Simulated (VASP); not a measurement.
# LiCl (I4/mmm) in VASP: notebook

LiCl is run at these levels: PBE, r2SCAN, HSE06; tasks: single point.

Program: VASP 6.6.1. These are calculated values, not measurements. Logs are shortened: lines on timing, memory, paths and dates and some standing lists are left out, and cuts for length are marked.

## (1) The cell of the first run

The structure is tetragonal, space group I4/mmm (No. 139). Conventional cell: a = 3.709 Å, b = 3.709 Å, c = 5.022 Å, α = 90.00°, β = 90.00°, γ = 90.00°. Li (site symmetry 4/mmm) has 6 Cl at 2.51 to 2.62 Å within 3.3 Å. Within 3.3 Å of Cl (site symmetry 4/mmm) lie 6 Li at 2.51 to 2.62 Å.

## (2) Single point, PBE (epitaxial xy strain +2.6%)

INCAR reads:

```
ALGO     = Normal         # electronic algorithm
EDIFF    = 1E-6           # SCF threshold, eV
ENCUT    = 520            # plane-wave cutoff, eV
GGA      = PE             # functional
ISIF     = 2              # what is computed and relaxed
ISMEAR   = -1             # smearing method
LASPH    = True           # aspherical terms in the spheres
LCHARG   = False          # write CHGCAR
LREAL    = False          # projectors in reciprocal space
LWAVE    = False          # write WAVECAR
NBANDS   = 12             # bands
NELM     = 100            # most SCF steps
PREC     = Accurate       # precision mode
SIGMA    = 0.02           # smearing width, eV
```

KPOINTS reads:

```
k-points
0
Gamma
  8 8 8
```

POSCAR reads:

```
LiCl
1.0
    0.0000000000      2.6229930686      2.5110903341
    2.6229930686      0.0000000000      2.5110903341
    2.6229930686      2.6229930686      0.0000000000
Li Cl
1 1
Direct
    0.0000000000      0.0000000000      0.0000000000
    0.5000000000      0.5000000000      0.5000000000
```

Potentials or basis: VASP PAW PBE potentials, release 64 (Li_sv, Cl).

Command:

```sh
cat potpaw_PBE.64/Li_sv/POTCAR potpaw_PBE.64/Cl/POTCAR > POTCAR
mpirun -np 1 vasp_std > vasp.out
```

OUTCAR:

```text
EDIFF = 1E-6
   ENCUT = 520
   GGA = PE
   ISIF = 2
   ISMEAR = -1
   LASPH = True
   LREAL = False
   NELM = 100
   PREC = Accurate

 ion  position               nearest neighbor table
   1  0.000  0.000  0.000-   2 2.51   2 2.51   2 2.62   2 2.62   2 2.62   2 2.62
   2  0.500  0.500  0.500-   1 2.51   1 2.51   1 2.62   1 2.62   1 2.62   1 2.62

  LATTYP: Found a body centered tetragonal cell.
 ALAT       =     3.7094723716
 C/A-ratio  =     1.3538800576

  Lattice vectors:

 A1 = (   0.0000000000,  -2.6229930686,  -2.5110903341)
 A2 = (   0.0000000000,   2.6229930686,  -2.5110903341)
 A3 = (   2.6229930686,   0.0000000000,   2.5110903341)

Analysis of symmetry for initial positions (statically):
=====================================================================
 Subroutine PRICEL returns:
 Original cell was already a primitive cell.

 Routine SETGRP: Setting up the symmetry group for a
 body centered tetragonal supercell.

 Subroutine GETGRP returns: Found 16 space group operations
 (whereof 16 operations were pure point group operations)
 out of a pool of 16 trial point group operations.

The static configuration has the point symmetry D_4h.

Analysis of symmetry for dynamics (positions and initial velocities):
=====================================================================
 Subroutine PRICEL returns:
 Original cell was already a primitive cell.

 Routine SETGRP: Setting up the symmetry group for a
 body centered tetragonal supercell.

 Subroutine GETGRP returns: Found 16 space group operations
 (whereof 16 operations were pure point group operations)
 out of a pool of 16 trial point group operations.

The dynamic configuration has the point symmetry D_4h.

 Subroutine INISYM returns: Found 16 space group operations
 (whereof 16 operations are pure point group operations),
 and found     1 'primitive' translations

----------------------------------------------------------------------------------------

                                     Primitive cell

  volume of cell :      34.5531

  direct lattice vectors                    reciprocal lattice vectors
     0.000000000  2.622993069  2.511090334    -0.190621930  0.190621930  0.199116692
     2.622993069  0.000000000  2.511090334     0.190621930 -0.190621930  0.199116692
     2.622993069  2.622993069  0.000000000     0.190621930  0.190621930 -0.199116692

  length of vectors
     3.631207417  3.631207417  3.709472372     0.335143099  0.335143099  0.335143099

  position of ions in fractional coordinates (direct lattice)
     0.000000000  0.000000000  0.000000000
     0.500000000  0.500000000  0.500000000
[... 87 lines left out ...]
   PSTRESS=    0.0 pullay stress
   NELECT =      10.0000    total number of electrons
   NUPDOWN=      -1.0000    fix difference up-down
   EMIN   =  10.00;   EMAX   =-10.00  energy-range for DOS
   EFERMI =   0.00;   METHOD = LEGACY
   ISMEAR =    -1;   SIGMA  =   0.02  broadening in eV -4-tet -1-fermi 0-gaus
   EFERMI_NEDOS =   21; number of points for ismear=-14 and -15
   IALGO  =     38    algorithm
   IMIX   =      4    mixing-type and parameters
     AMIX     =   0.40;   BMIX     =  1.00
     AMIX_MAG =   1.60;   BMIX_MAG =  1.00
  volume/ion in A,a.u.               =      17.28       116.59
  Fermi-wavevector in a.u.,A,eV,Ry     =   1.082877  2.046342 15.954511  1.172623
  Thomas-Fermi vector in A             =   2.218930
   LORBIT       =      0    0 simple, 1 ext, 2 COOP (PROOUT), +10 PAW based schemes
   GGA     = PE    functional components
   LHFCALC =     F    Hartree Fock is set to
   AEXX    =    0.0000 exact exchange contribution
   IVDW    =     0    specifies the selected vdW correction
   LEPSILON=     F    determine dielectric tensor
   LRPA    =     F    only Hartree local field effects (RPA)
 non-spin polarized calculation
  energy-cutoff  :      520.00
  volume of cell :       34.55
 maximum number of plane-waves:       954
   NGX = 13   NGY = 13   NGZ = 13

 number of electron      10.0000009 magnetization

 Free energy of the ion-electron system (eV)
  ---------------------------------------------------
  ext. energy  EPLUGINS =         0.00000000
  ---------------------------------------------------
  free energy    TOTEN  =        -7.38176259 eV

  energy without entropy =       -7.38176259  energy(sigma->0) =       -7.38176259

 E-fermi :   0.9973     XC(G=0):  -8.6260

 val. band max:        0.4419251678   @ k =   0.0000   0.0000   0.0000
 cond. band min:       6.6085148900   @ k =   0.0000   0.0000   0.0000
 fundamental gap:      6.1665897222
 Fermi energy:         0.9973343410

 k-point     1 :       0.0000    0.0000    0.0000
  band No.  band energies     occupation
      1     -43.1568      2.00000
      2     -12.9145      2.00000
      3       0.3101      2.00000
      4       0.4419      2.00000
      5       0.4419      2.00000
      6       6.6085      0.00000
      7      12.2097      0.00000
      8      12.2097      0.00000
      9      12.5790      0.00000
     10      14.5131      0.00000
     11      14.5132      0.00000
     12      14.6385      0.00000
[... 331 lines left out ...]
 k-point    24 :       0.3750   -0.0000    0.1250
  band No.  band energies     occupation
      1     -43.1549      2.00000
      2     -12.4786      2.00000
      3      -1.7053      2.00000
      4      -0.0650      2.00000
      5       0.0129      2.00000
      6       8.0094      0.00000
      7       9.8798      0.00000
      8      11.1011      0.00000
      9      11.4655      0.00000
     10      14.5730      0.00000
     11      16.5564      0.00000
     12      17.1857      0.00000

 [... further k-points ...]

------------------------ aborting loop because EDIFF is reached ----------------------------------------

  FORCE on cell =-STRESS in cart. coord.  units (eV):
  Direction    XX          YY          ZZ          XY          YZ          ZX
  --------------------------------------------------------------------------------------
  -------------------------------------------------------------------------------------
  Total       -0.1655743     -0.1655743      0.1141142      0.0000000      0.0000000     -0.0000000
  in kB       -7.6774472     -7.6774472      5.2913154      0.0000000      0.0000000     -0.0000000
  external PRESSURE =      -3.3545263 kB  Pullay stress =       0.0000000 kB

 VOLUME and BASIS-vectors are now :
 -----------------------------------------------------------------------------
  energy-cutoff  :      520.00
  volume of cell :       34.55
      direct lattice vectors                 reciprocal lattice vectors
     0.000000000  2.622993069  2.511090334    -0.190621930  0.190621930  0.199116692
     2.622993069  0.000000000  2.511090334     0.190621930 -0.190621930  0.199116692
     2.622993069  2.622993069  0.000000000     0.190621930  0.190621930 -0.199116692

 POSITION                                       TOTAL-FORCE (eV/Angst)
 -----------------------------------------------------------------------------------
      0.00000      0.00000      0.00000        -0.000000     -0.000000      0.000000
      2.62299      2.62299      2.51109         0.000000      0.000000      0.000000
 -----------------------------------------------------------------------------------
    total drift:                                0.000000      0.000000      0.000000

  FREE ENERGIE OF THE ION-ELECTRON SYSTEM (eV)
  ---------------------------------------------------
  free  energy   TOTEN  =        -7.3817625903 eV

  energy  without entropy=       -7.3817625903  energy(sigma->0) =       -7.38176259
```

OSZICAR:

```text
N       E                     dE             d eps       ncg     rms          rms(c)
DAV:   1     0.389944522631E+02    0.38994E+02   -0.40619E+03  1432   0.762E+02
DAV:   2    -0.499227484705E+01   -0.43987E+02   -0.42410E+02  1736   0.144E+02
DAV:   3    -0.739080377950E+01   -0.23985E+01   -0.23921E+01  1908   0.339E+01
DAV:   4    -0.744865226993E+01   -0.57848E-01   -0.57825E-01  1964   0.519E+00
DAV:   5    -0.744978940498E+01   -0.11371E-02   -0.11371E-02  1944   0.548E-01    0.236E+00
DAV:   6    -0.737533862678E+01    0.74451E-01   -0.16161E-01  1812   0.187E+00    0.168E+00
DAV:   7    -0.737728853163E+01   -0.19499E-02   -0.51345E-02  2124   0.118E+00    0.926E-01
DAV:   8    -0.738174488017E+01   -0.44563E-02   -0.68466E-03  1660   0.567E-01    0.159E-01
DAV:   9    -0.738169991536E+01    0.44965E-04   -0.22462E-04  1828   0.104E-01    0.553E-02
DAV:  10    -0.738175398143E+01   -0.54066E-04   -0.13160E-04  1644   0.769E-02    0.495E-02
DAV:  11    -0.738176176769E+01   -0.77863E-05   -0.14960E-05  1884   0.246E-02    0.243E-03
DAV:  12    -0.738176259035E+01   -0.82266E-06   -0.47938E-07  1608   0.526E-03
   1 F= -.73817626E+01 E0= -.73817626E+01  d E =-.713892E-14
```

Run time: 19 s. Hardware: 1 thread of Intel Xeon Platinum 8259CL at 2.50GHz (Skylake/Cascade Lake), shared host; peak memory 0.16 GiB.

Results:

```
Free energy            : -7.3818 eV
Band gap on the k mesh : 6.17 eV, direct
```

Caveat: the cell differs from its parent crystal (epitaxial xy strain +2.6%); the cutoff is under 1.25 times the usual one of these potentials, so pressure, stress and relaxed cells hold a basis-set (Pulay) error.

## (3) Single point, r2SCAN (epitaxial xy strain +2.6%)

POSCAR is that of step 2.

INCAR.step1 reads:

```
SYSTEM = LiCl
  ALGO = Normal
  EDIFF = 1E-4
  ENCUT = 520
  GGA = PE
  ISMEAR = 0
  LASPH = .TRUE.
  LCHARG = .FALSE.
  LREAL = .FALSE.
  LWAVE = .TRUE.
  NBANDS = 12
  NELM = 100
  PREC = Accurate
  SIGMA = 0.01
```

INCAR.step2 reads:

```
SYSTEM = LiCl
  ALGO = Normal
  EDIFF = 1E-7
  ENCUT = 520
  ISIF = 2
  ISMEAR = 0
  ISTART = 1
  LASPH = .TRUE.
  LCHARG = .TRUE.
  LELF = .TRUE.
  LMIXTAU = .TRUE.
  LREAL = .FALSE.
  LVHAR = .TRUE.
  LWAVE = .FALSE.
  METAGGA = R2SCAN
  NBANDS = 12
  NELM = 100
  PREC = Accurate
  SIGMA = 0.01
```

KPOINTS reads:

```
k-points
0
G
  8 8 8
  0 0 0
```

Potentials or basis: VASP PAW PBE potentials, release 64 (Li_sv, Cl).

Command:

```sh
cat potpaw_PBE.64/Li_sv/POTCAR potpaw_PBE.64/Cl/POTCAR > POTCAR
cp INCAR.step1 INCAR
mpirun -np 1 vasp_std > vasp.out
cp INCAR.step2 INCAR
mpirun -np 1 vasp_std > vasp.out
```

Run time: 99 s. Hardware: 1 thread of Intel Xeon Platinum 8259CL at 2.50GHz (Skylake/Cascade Lake), shared host; peak memory 0.16 GiB.

The run converged. Its results:

- Free energy: -12.5764 eV
- Band gap on the k mesh: 7.11 eV, direct

Levels at points of the mesh, in eV from the valence-band top:
```
           k point  band 2  band 3  band 4  band 5  band 6  band 7  band 8  band 9
(0.00, 0.00, 0.00)  -13.94   -0.13    0.00    0.00    7.11   12.49   12.49   12.86
(0.50, 0.00, 0.00)  -13.39   -2.79   -0.35   -0.25    7.46   10.08   10.47   13.90
(0.50, 0.50, 0.00)  -13.11   -2.87   -1.21   -1.21    8.63    8.78   13.75   14.97
(0.50, 0.00, 0.50)  -13.18   -2.87   -1.22   -0.93    8.72    9.00   13.11   14.84
```

Caveat: the cell differs from its parent crystal (epitaxial xy strain +2.6%); the cutoff is under 1.25 times the usual one of these potentials, so pressure, stress and relaxed cells hold a basis-set (Pulay) error; the PAW data sets were made with another functional, which shifts forces and pressure a little. A k mesh can miss the band edges.

## (4) Single point, HSE06 (epitaxial xy strain +2.6%)

POSCAR is that of step 3.

INCAR.step1 reads:

```
SYSTEM = LiCl
  ALGO = Normal
  EDIFF = 1E-5
  ENCUT = 520
  GGA = PE
  ISIF = 2
  ISMEAR = 0
  LASPH = .True.
  LCHARG = .False.
  LREAL = .False.
  LWAVE = .True.
  NBANDS = 12
  NELM = 60
  PREC = Accurate
  SIGMA = 0.01
```

INCAR.step2 reads:

```
SYSTEM = LiCl
  ALGO = Normal
  EDIFF = 1E-6
  ENCUT = 520
  GGA = PE
  HFSCREEN = 0.2079
  ISIF = 2
  ISMEAR = 0
  ISTART = 1
  LASPH = .True.
  LCHARG = .False.
  LHFCALC = .True.
  LREAL = .False.
  LWAVE = .False.
  NBANDS = 12
  NELM = 60
  PREC = Accurate
  PRECFOCK = Normal
  SIGMA = 0.01
```

KPOINTS reads:

```
k-points
0
Gamma
  6 6 6
  0 0 0
```

Command:

```sh
cat potpaw_PBE.64/Li_sv/POTCAR potpaw_PBE.64/Cl/POTCAR > POTCAR
cp INCAR.step1 INCAR
mpirun -np 1 vasp_std > vasp.out
cp INCAR.step2 INCAR
mpirun -np 1 vasp_std > vasp.out
```

Wall time 17 min (1 thread of Intel Xeon Platinum 8259CL at 2.50GHz (Skylake/Cascade Lake), shared host); peak memory 0.27 GiB.

Results (log left out):

```
Free energy            : -8.4521 eV
Band gap on the k mesh : 7.55 eV, direct
```

Levels at points of the mesh, in eV from the valence-band top:
| k point | band 2 | band 3 | band 4 | band 5 | band 6 | band 7 | band 8 | band 9 |
| --- | --- | --- | --- | --- | --- | --- | --- | --- |
| (0.00, 0.00, 0.00) | -14.62 | -0.14 | 0.00 | 0.00 | 7.55 | 13.28 | 13.28 | 13.66 |
| (0.50, 0.00, 0.00) | -14.03 | -2.98 | -0.37 | -0.26 | 8.05 | 10.76 | 11.15 | 14.41 |
| (0.50, 0.50, 0.00) | -13.73 | -3.04 | -1.27 | -1.27 | 9.16 | 9.47 | 14.31 | 15.42 |
| (0.50, 0.00, 0.50) | -13.81 | -3.04 | -1.29 | -0.98 | 9.24 | 9.70 | 13.68 | 15.29 |

Caveat: the cell differs from its parent crystal (epitaxial xy strain +2.6%); the cutoff is under 1.25 times the usual one of these potentials, so pressure, stress and relaxed cells hold a basis-set (Pulay) error; the PAW data sets were made with another functional, which shifts forces and pressure a little. A k mesh can miss the band edges.

## (5) Overview

```csv
level,k mesh,smearing,grid for exact exchange (PRECFOCK),screening parameter,gap on the mesh (eV)
PBE,8 × 8 × 8,fermi-dirac 0.02 eV,-,-,6.17
r2SCAN,8 × 8 × 8,gaussian 0.01 eV,-,-,7.11
HSE06,6 × 6 × 6,gaussian 0.01 eV,Normal,0.2079 1/Å,7.55
```

Alike in all rows: task single point; potentials or basis VASP PAW PBE potentials, release 64 (Li_sv, Cl); no spin polarisation; cell as given; cutoff (eV) 520.

Caveats: the cutoff is under 1.25 times the usual one of these potentials, so pressure, stress and relaxed cells hold a basis-set (Pulay) error; the PAW data sets were made with another functional, which shifts forces and pressure a little (some runs).

Absolute energies hang on the potentials; compare differences alone.
